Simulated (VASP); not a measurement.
# PrHRh3 (P4mm) in VASP: a series of runs

Runs on PrHRh3. Level: PBE. Tasks: single point.

Program: VASP 6.6.1. These are calculated values, not measurements. Logs are shortened: lines on timing, memory, paths and dates and some standing lists are left out, and cuts for length are marked.

### 1 The cell of the first run

Symmetry: P4mm, No. 99, tetragonal system. The conventional cell has a = 3.867 Å, b = 3.867 Å, c = 6.443 Å, α = 90.00°, β = 90.00°, γ = 90.00°. Pr (site symmetry 4mm) has 5 Rh at 2.53 to 2.89 Å within 3.3 Å. Within 2.6 Å of H (site symmetry 4mm) lie 4 Rh at 1.93 Å. Rh (site symmetry 2mm) has 2 H at 1.93 Å and 6 Rh at 2.62 to 2.73 Å and 2 Pr at 2.89 Å within 2.9 Å. Rh (site symmetry 4mm) has 1 Pr at 2.53 Å and 4 Rh at 2.62 Å and 4 H at 3.23 Å within 3.3 Å.

The cell was built from a structure type or drawn by symmetry, and may not be a known phase.

### 2 Single point, PBE

The input, INCAR:

```
ALGO = Normal ; EDIFF = 1E-6
ENCUT = 500 ; GGA = PE
GGA_COMPAT = False ; ISIF = 2
ISMEAR = 0 ; LASPH = True
LCHARG = True ; LELF = True
LMAXMIX = 6 ; LREAL = False
LVHAR = True ; LWAVE = False
NBANDS = 36 ; NELM = 200
PREC = Accurate ; SIGMA = 0.2
```

The input, KPOINTS:

```
k-points
0
Gamma
  4 4 3
```

The input, POSCAR:

```
PrHRh3
1.0
    3.8667974778      0.0000000000      0.0000000000
    0.0000000000      3.8667974778      0.0000000000
    0.0000000000      0.0000000000      6.4428647384
Pr H Rh
1 1 3
Direct
    0.0000000000      0.0000000000      0.1919169429
    0.5000000000      0.5000000000      0.8515119367
    0.5000000000      0.0000000000      0.8590703465
    0.0000000000      0.5000000000      0.8590703465
    0.0000000000      0.0000000000      0.5851411875
```

Potentials or basis: VASP PAW PBE potentials, release 64 (Pr_3, H, Rh_pv), 4f in core.

Run with:

```console
> cat potpaw_PBE.64/Pr_3/POTCAR potpaw_PBE.64/H/POTCAR potpaw_PBE.64/Rh_pv/POTCAR > POTCAR
> mpirun -np 1 vasp_std > vasp.out
```

OUTCAR:

```text
EDIFF = 1E-6
   ENCUT = 500
   GGA = PE
   ISIF = 2
   ISMEAR = 0
   LASPH = True
   LREAL = False
   NELM = 200
   PREC = Accurate

 ion  position               nearest neighbor table
   1  0.000  0.000  0.192-   5 2.53   4 2.89   3 2.89   4 2.89   3 2.89
   2  0.500  0.500  0.852-   3 1.93   4 1.93   3 1.93   4 1.93
   3  0.500  0.000  0.859-   2 1.93   2 1.93   5 2.62   5 2.62   4 2.73   4 2.73   4 2.73   4 2.73
                             1 2.89   1 2.89
   4  0.000  0.500  0.859-   2 1.93   2 1.93   5 2.62   5 2.62   3 2.73   3 2.73   3 2.73   3 2.73
                             1 2.89   1 2.89
   5  0.000  0.000  0.585-   1 2.53   3 2.62   4 2.62   4 2.62   3 2.62

  LATTYP: Found a simple tetragonal cell.
 ALAT       =     3.8667974778
 C/A-ratio  =     1.6662017536

  Lattice vectors:

 A1 = (   3.8667974778,   0.0000000000,   0.0000000000)
 A2 = (   0.0000000000,   3.8667974778,   0.0000000000)
 A3 = (   0.0000000000,   0.0000000000,   6.4428647384)

Analysis of symmetry for initial positions (statically):
=====================================================================
 Subroutine PRICEL returns:
 Original cell was already a primitive cell.

 Routine SETGRP: Setting up the symmetry group for a
 simple tetragonal supercell.

 Subroutine GETGRP returns: Found  8 space group operations
 (whereof  8 operations were pure point group operations)
 out of a pool of 16 trial point group operations.

The static configuration has the point symmetry C_4v.

Analysis of symmetry for dynamics (positions and initial velocities):
=====================================================================
 Subroutine PRICEL returns:
 Original cell was already a primitive cell.

 Routine SETGRP: Setting up the symmetry group for a
 simple tetragonal supercell.

 Subroutine GETGRP returns: Found  8 space group operations
 (whereof  8 operations were pure point group operations)
 out of a pool of 16 trial point group operations.

The dynamic configuration has the point symmetry C_4v.

 Subroutine INISYM returns: Found  8 space group operations
 (whereof  8 operations are pure point group operations),
 and found     1 'primitive' translations

----------------------------------------------------------------------------------------

                                     Primitive cell

  volume of cell :      96.3345

  direct lattice vectors                    reciprocal lattice vectors
     3.866797478  0.000000000  0.000000000     0.258611941  0.000000000  0.000000000
     0.000000000  3.866797478  0.000000000     0.000000000  0.258611941  0.000000000
     0.000000000  0.000000000  6.442864738     0.000000000  0.000000000  0.155210460

  length of vectors
     3.866797478  3.866797478  6.442864738     0.258611941  0.258611941  0.155210460

  position of ions in fractional coordinates (direct lattice)
     0.000000000  0.000000000  0.191916943
     0.500000000  0.500000000  0.851511937
     0.500000000  0.000000000  0.859070346
     0.000000000  0.500000000  0.859070346
     0.000000000  0.000000000  0.585141187

  ion indices of the primitive-cell ions
   primitive index   ion index
                 1           1
                 2           2
                 3           3
                 4           4
                 5           5

----------------------------------------------------------------------------------------

 KPOINTS: k-points

Automatic generation of k-mesh.
 Grid dimensions read from file:
 generate k-points for:    4    4    3

 Generating k-lattice:

  Cartesian coordinates                     Fractional coordinates (reciprocal lattice)
     0.064652985  0.000000000  0.000000000     0.250000000  0.000000000  0.000000000
     0.000000000  0.064652985  0.000000000     0.000000000  0.250000000  0.000000000
     0.000000000  0.000000000  0.051736820     0.000000000  0.000000000  0.333333333

  Length of vectors
     0.064652985  0.064652985  0.051736820

  Shift w.r.t. Gamma in fractional coordinates (k-lattice)
     0.000000000  0.000000000  0.000000000

 Subroutine IBZKPT returns following result:
 ===========================================

 Found     12 irreducible k-points:

 Following reciprocal coordinates:
            Coordinates               Weight
  0.000000  0.000000  0.000000      1.000000
  0.250000  0.000000  0.000000      4.000000
  0.500000  0.000000  0.000000      2.000000
  0.250000  0.250000  0.000000      4.000000
  0.500000  0.250000  0.000000      4.000000
  0.500000  0.500000  0.000000      1.000000
  0.000000  0.000000  0.333333      2.000000
  0.250000  0.000000  0.333333      8.000000
  0.500000  0.000000  0.333333      4.000000
  0.250000  0.250000  0.333333      8.000000
  0.500000  0.250000  0.333333      8.000000
  0.500000  0.500000  0.333333      2.000000
   k-points           NKPTS =     12   k-points in BZ     NKDIM =     12   number of bands    NBANDS=     36
   number of dos      NEDOS =    301   number of ions     NIONS =      5
   total plane-waves  NPLWV =  37632
   dimension x,y,z NGX =    28 NGY =   28 NGZ =   48
   dimension x,y,z NGXF=    56 NGYF=   56 NGZF=   96
   ions per type =               1   1   3
   NGX,Y,Z   is equivalent  to a cutoff of  12.04, 12.04, 12.39 a.u.
   NGXF,Y,Z  is equivalent  to a cutoff of  24.08, 24.08, 24.77 a.u.
 SYSTEM =  unknown system
   PREC   = accura    normal or accurate (medium, high low for compatibility)
   ISTART =      0    job   : 0-new  1-cont  2-samecut
   ICHARG =      2    charge: 1-file 2-atom 10-const
   ISPIN  =      1    spin polarized calculation?
   LNONCOLLINEAR =      F non collinear calculations
   LSORBIT =      F    spin-orbit coupling
   LASPH  =      T    aspherical Exc in radial PAW
   ENCUT  =  500.0 eV  36.75 Ry    6.06 a.u.   7.05  7.05 11.75*2*pi/ulx,y,z
   NELM   =    200;   NELMIN=  2; NELMDL= -5     # of ELM steps
   EDIFF  = 0.1E-05   stopping-criterion for ELM
   LREAL  =      F    real-space projection
   EDIFFG = 0.1E-04   stopping-criterion for IOM
   NSW    =      0    number of steps for IOM
   IBRION =     -1    ionic relax: 0-MD 1-quasi-New 2-CG
   NFREE  =      0    steps in history (QN), initial steepest desc. (CG)
   ISIF   =      2    stress and relaxation
   ISYM   =      2    0-nonsym 1-usesym 2-fastsym
   POTIM  = 0.5000    time-step for ionic-motion
   TEBEG  =    0.0;   TEEND  =   0.0 temperature during run
   PSTRESS=    0.0 pullay stress
   NELECT =      57.0000    total number of electrons
   NUPDOWN=      -1.0000    fix difference up-down
   EMIN   =  10.00;   EMAX   =-10.00  energy-range for DOS
   EFERMI =   0.00;   METHOD = LEGACY
   ISMEAR =     0;   SIGMA  =   0.20  broadening in eV -4-tet -1-fermi 0-gaus
   EFERMI_NEDOS =   21; number of points for ismear=-14 and -15
   IALGO  =     38    algorithm
   IMIX   =      4    mixing-type and parameters
     AMIX     =   0.40;   BMIX     =  1.00
     AMIX_MAG =   1.60;   BMIX_MAG =  1.00
  volume/ion in A,a.u.               =      19.27       130.02
  Fermi-wavevector in a.u.,A,eV,Ry     =   1.374377  2.597196 25.700204  1.888912
  Thomas-Fermi vector in A             =   2.499809
   LORBIT       =      0    0 simple, 1 ext, 2 COOP (PROOUT), +10 PAW based schemes
   GGA     = PE    functional components
   LHFCALC =     F    Hartree Fock is set to
   AEXX    =    0.0000 exact exchange contribution
   IVDW    =     0    specifies the selected vdW correction
   LEPSILON=     F    determine dielectric tensor
   LRPA    =     F    only Hartree local field effects (RPA)
 non-spin polarized calculation
 Gauss-broadening in eV      SIGMA  =   0.20
  energy-cutoff  :      500.00
  volume of cell :       96.33
 maximum number of plane-waves:      2462
   NGX = 15   NGY = 15   NGZ = 23

 number of electron      57.0000000 magnetization

 Free energy of the ion-electron system (eV)
  ---------------------------------------------------
  ext. energy  EPLUGINS =         0.00000000
  ---------------------------------------------------
  free energy    TOTEN  =       -28.65227758 eV

  energy without entropy =      -28.54891689  energy(sigma->0) =      -28.60059723

 E-fermi :   5.4182     XC(G=0): -10.6550

 val. band max:        5.3716576314   @ k =   0.5000   0.0000   0.3333
 cond. band min:       5.4666713111   @ k =   0.2500   0.2500   0.3333
 fundamental gap:      0.0950136797
 Fermi energy:         5.4181990197

 k-point     1 :       0.0000    0.0000    0.0000
  band No.  band energies     occupation
      1     -40.7650      2.00000
      2     -40.7650      2.00000
      3     -40.5992      2.00000
      4     -40.4529      2.00000
      5     -40.4529      2.00000
      6     -40.4265      2.00000
[... 28 lines left out ...]
     35      10.1137      0.00000
     36      10.1137      0.00000

 k-point     2 :       0.2500    0.0000    0.0000
  band No.  band energies     occupation
      1     -40.7395      2.00000
      2     -40.7224      2.00000
      3     -40.5806      2.00000
      4     -40.5007      2.00000
      5     -40.4967      2.00000
      6     -40.4468      2.00000
[... 28 lines left out ...]
     35       9.0188      0.00000
     36      10.5529      0.00000

 k-point     3 :       0.5000    0.0000    0.0000
  band No.  band energies     occupation
      1     -40.6988      2.00000
      2     -40.6434      2.00000
      3     -40.5879      2.00000
      4     -40.5769      2.00000
      5     -40.5027      2.00000
      6     -40.4975      2.00000
[... 28 lines left out ...]
     35       9.4410      0.00000
     36      10.6919      0.00000
[... 274 lines left out ...]
 k-point    11 :       0.5000    0.2500    0.3333
  band No.  band energies     occupation
      1     -40.8253      2.00000
      2     -40.7171      2.00000
      3     -40.5252      2.00000
      4     -40.4980      2.00000
      5     -40.4833      2.00000
      6     -40.4490      2.00000
[... 28 lines left out ...]
     35       9.1723      0.00000
     36       9.2312      0.00000

 k-point    12 :       0.5000    0.5000    0.3333
  band No.  band energies     occupation
      1     -40.8866      2.00000
      2     -40.7735      2.00000
      3     -40.4976      2.00000
      4     -40.4976      2.00000
      5     -40.4385      2.00000
      6     -40.3948      2.00000
[... 28 lines left out ...]
     35       9.0686      0.00000
     36       9.3647      0.00000

------------------------ aborting loop because EDIFF is reached ----------------------------------------

  FORCE on cell =-STRESS in cart. coord.  units (eV):
  Direction    XX          YY          ZZ          XY          YZ          ZX
  --------------------------------------------------------------------------------------
  -------------------------------------------------------------------------------------
  Total        0.0937780      0.0937780      0.3046756      0.0000000     -0.0000000      0.0000000
  in kB        1.5596596      1.5596596      5.0671812      0.0000000     -0.0000000      0.0000000
  external PRESSURE =       2.7288335 kB  Pullay stress =       0.0000000 kB

 VOLUME and BASIS-vectors are now :
 -----------------------------------------------------------------------------
  energy-cutoff  :      500.00
  volume of cell :       96.33
      direct lattice vectors                 reciprocal lattice vectors
     3.866797478  0.000000000  0.000000000     0.258611941  0.000000000  0.000000000
     0.000000000  3.866797478  0.000000000     0.000000000  0.258611941  0.000000000
     0.000000000  0.000000000  6.442864738     0.000000000  0.000000000  0.155210460

 POSITION                                       TOTAL-FORCE (eV/Angst)
 -----------------------------------------------------------------------------------
      0.00000      0.00000      1.23649         0.000000     -0.000000      0.011938
      1.93340      1.93340      5.48618         0.000000     -0.000000      0.002274
      1.93340      0.00000      5.53487         0.000000     -0.000000     -0.005695
      0.00000      1.93340      5.53487         0.000000      0.000000     -0.005695
      0.00000      0.00000      3.76999         0.000000     -0.000000     -0.002821
 -----------------------------------------------------------------------------------
    total drift:                                0.000000      0.000000      0.000166

  FREE ENERGIE OF THE ION-ELECTRON SYSTEM (eV)
  ---------------------------------------------------
  free  energy   TOTEN  =       -28.6522775830 eV

  energy  without entropy=      -28.5489168854  energy(sigma->0) =      -28.60059723
```

Wall time 18 s (1 thread of Intel Xeon 6975P-C (Granite Rapids), shared host); peak memory 0.2 GiB.

What came out:

| Property | Result |
| --- | --- |
| Free energy | -28.6523 eV |
| Pressure | 0.3 GPa |
| Largest force | 0.012 eV/Å |
| Band gap on the k mesh | zero (an odd number of electrons rules out a gap without spin polarisation) |

Forces in eV/Å, atoms in the order of the input:
```
Pr   0.000  0.000  0.012
H    0.000  0.000  0.002
Rh   0.000  0.000 -0.006
Rh   0.000  0.000 -0.006
Rh   0.000  0.000 -0.003
```

Caveat: the k points lie up to 0.41 Å⁻¹ apart, too coarse for converged energies and pressures of a metal; spin-orbit coupling is left out, which moves the levels of the heavy elements; the 4f electrons are frozen in the core, so they carry no moment and show no levels. Spin polarisation is off, so any magnetic state and its effect on volume and gap are missing.

### 3 Single point, PBE

This run uses another cell than the first one, of 14.49 Å³/atom.

The input, INCAR:

```
PREC     = Accurate       # precision mode
ENCUT    = 500            # plane-wave cutoff, eV
EDIFF    = 1E-6           # SCF threshold, eV
ISMEAR   = 0              # smearing method
SIGMA    = 0.2            # smearing width, eV
LREAL    = False          # projectors in reciprocal space
LASPH    = True           # aspherical terms in the spheres
NELM     = 200            # most SCF steps
ALGO     = Normal         # electronic algorithm
ISIF     = 2              # what is computed and relaxed
LWAVE    = False          # write WAVECAR
LCHARG   = False          # write CHGCAR
GGA      = PE             # functional
NBANDS   = 36             # bands
GGA_COMPAT= False        
LMAXMIX  = 6              # l up to which the mixer works
```

The input, KPOINTS:

```
Automatic mesh
0
Gamma
  4 4 4
```

The input, POSCAR:

```
PrHRh3
1.0
    4.1631490746      0.0000000000      0.0000000000
    0.0000000000      4.1631490746      0.0000000000
    0.0000000000      0.0000000000      4.1791139834
Pr H Rh
1 1 3
Direct
    0.0000000000      0.0000000000      0.1536154724
    0.5000000000      0.5000000000      0.6124056364
    0.5000000000      0.0000000000      0.6547836430
    0.5000000000      0.5000000000      0.1529155153
    0.0000000000      0.5000000000      0.6547836430
```

Potentials or basis: VASP PAW PBE potentials, release 64 (Pr_3, H, Rh_pv), 4f in core.

Run with:

```console
> cat potpaw_PBE.64/Pr_3/POTCAR potpaw_PBE.64/H/POTCAR potpaw_PBE.64/Rh_pv/POTCAR > POTCAR
> mpirun -np 1 vasp_std > vasp.out
```

Wall time 17 s (1 thread of Intel Xeon 6975P-C (Granite Rapids), shared host); peak memory 0.19 GiB.

Results (log left out):

| Property | Result |
| --- | --- |
| Free energy | -31.5650 eV |
| Pressure | 0.0 GPa |
| Largest force | 0.014 eV/Å |
| Band gap on the k mesh | zero (an odd number of electrons rules out a gap without spin polarisation) |

Forces in eV/Å, atoms in the order of the input:
```
Pr   0.000  0.000  0.002
H    0.000  0.000  0.000
Rh   0.000  0.000  0.006
Rh   0.000  0.000 -0.014
Rh   0.000  0.000  0.006
```

Stress tensor (GPa, compression positive):
```
 0.07  0.00  0.00
 0.00  0.07  0.00
 0.00  0.00 -0.09
```

Levels at points of the mesh, in eV from the Fermi level:
| k point | band 24 | band 25 | band 26 | band 27 | band 28 | band 29 | band 30 | band 31 | band 32 | band 33 |
| --- | --- | --- | --- | --- | --- | --- | --- | --- | --- | --- |
| (0.00, 0.00, 0.00) | -0.51 | -0.45 | 0.40 | 0.65 | 0.65 | 0.69 | 3.36 | 3.60 | 3.60 | 4.12 |
| (0.50, 0.00, 0.00) | -1.50 | -0.94 | -0.89 | -0.88 | -0.83 | -0.29 | 0.66 | 2.33 | 2.35 | 3.32 |
| (0.50, 0.50, 0.00) | -1.68 | -1.31 | -1.30 | -1.30 | -0.80 | -0.72 | -0.54 | 2.75 | 2.75 | 3.29 |
| (0.00, 0.00, 0.50) | -1.64 | -0.94 | -0.87 | -0.87 | -0.85 | -0.25 | 0.69 | 2.36 | 2.36 | 3.34 |
| (0.50, 0.00, 0.50) | -1.68 | -1.34 | -1.31 | -1.30 | -0.82 | -0.74 | -0.55 | 2.65 | 2.71 | 3.28 |
| (0.50, 0.50, 0.50) | -1.89 | -1.29 | -1.26 | 0.39 | 0.40 | 0.40 | 2.98 | 3.02 | 3.02 | 3.05 |

Caveat: the k points lie up to 0.38 Å⁻¹ apart, too coarse for converged energies and pressures of a metal; spin-orbit coupling is left out, which moves the levels of the heavy elements; the 4f electrons are frozen in the core, so they carry no moment and show no levels. Spin polarisation is off, so any magnetic state and its effect on volume and gap are missing.
